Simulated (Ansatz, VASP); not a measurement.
Nb in VASP and in Ansatz

```
Nb
1.0
     0.00000    2.06974    2.06974
     2.06974    0.00000    2.06974
     2.06974    2.06974    0.00000
Nb
1
Direct
  0.00000 0.00000 0.00000
```

Alike in both runs: functional LDA; k mesh 17 × 17 × 17; occupations fermi-dirac, width 0.05 eV; no spin polarisation.

Ansatz relaxed the structure, and its values are those at the end. VASP's run is a single point on that final structure, the one shown.

|  | VASP | Ansatz |
| --- | --- | --- |
| version | VASP 6.6.1 | Ansatz 0.2.0 |
| potentials or method | VASP PAW LDA potentials, release 64 (Nb_sv) | PAW with Ansatz's default frozen-core files, scalar-relativistic |
| plane-wave cutoff (eV) | 520 | 420 |
| valence electrons in the cell | 13 | 13 |

|  | VASP | Ansatz | Ansatz less VASP |
| --- | --- | --- | --- |
| pressure (GPa) | -0.2 | 0.0 | +0.14 |

LDA's correlation is that of Perdew and Zunger in VASP and of Perdew and Wang (1992) in Ansatz.
